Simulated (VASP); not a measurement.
Write the native input for VASP 6.6.1 that does the following.

* Task: relaxation of cell and atoms
* Functional: revPBE
* Potentials or basis: VASP PAW PBE potentials, release 64 (Os)
* Cutoff: 600 eV
* k mesh: 14 × 14 × 9
* Occupations: fermi-dirac, width 0.1 eV
* Spin: no spin polarisation
* Dipole correction: no
* Further INCAR settings: ALGO = Normal; EDIFF = 1e-07; ISYM = 0; IBRION = 2; EDIFFG = -0.01; NSW = 80; ISIF = 3

The structure of Os lies in POSCAR:

```
Os
1.0
   -2.3783518416      2.3783518416      1.2985801055
    2.3783518416     -2.3783518416      1.2985801055
    2.3783518416      2.3783518416     -1.2985801055
Os
2
Direct
    0.0000000000      0.0000000000      0.0000000000
    0.7500000000      0.2500000000      0.5000000000
```

The input as run:

INCAR

```
ALGO = Normal
EDIFF = 1E-7
EDIFFG = -0.01
ENCUT = 600
GGA = RE
GGA_COMPAT = F
IBRION = 2
ISIF = 3
ISMEAR = -1
ISYM = 0
LASPH = T
LCHARG = F
LREAL = F
LWAVE = F
NELM = 120
NELMIN = 4
NSW = 80
PREC = Accurate
SIGMA = 0.1
```

KPOINTS

```
k-points
0
Gamma
  14 14 9
```

Potentials or basis: VASP PAW PBE potentials, release 64 (Os).

The run is started by

```sh
$ cat potpaw_PBE.64/Os/POTCAR > POTCAR
$ mpirun -np 1 vasp_std > vasp.out
```

Results of the run:

```yaml
Relaxed_volume: 16.30 Å³/atom
Relaxed_cell: a = 3.700 Å, b = 3.700 Å, c = 3.704 Å, α = 98.04°, β = 98.04°, γ = 136.10°
Space_group_after_relaxing_to_0.1_Å: I4_1/amd (No. 141)
Pressure_after_relaxing: 0.0 GPa
Band_gap_on_the_k_mesh: zero (bands 8 and 9 overlap by 1.87 eV)
```

Caveat: the PAW data sets were made with another functional, which shifts forces and pressure a little; spin-orbit coupling is left out, which moves the levels of the heavy elements.

It took 63 min on 1 thread of Intel Xeon 8259CL, on a shared host, peak memory 0.52 GiB.
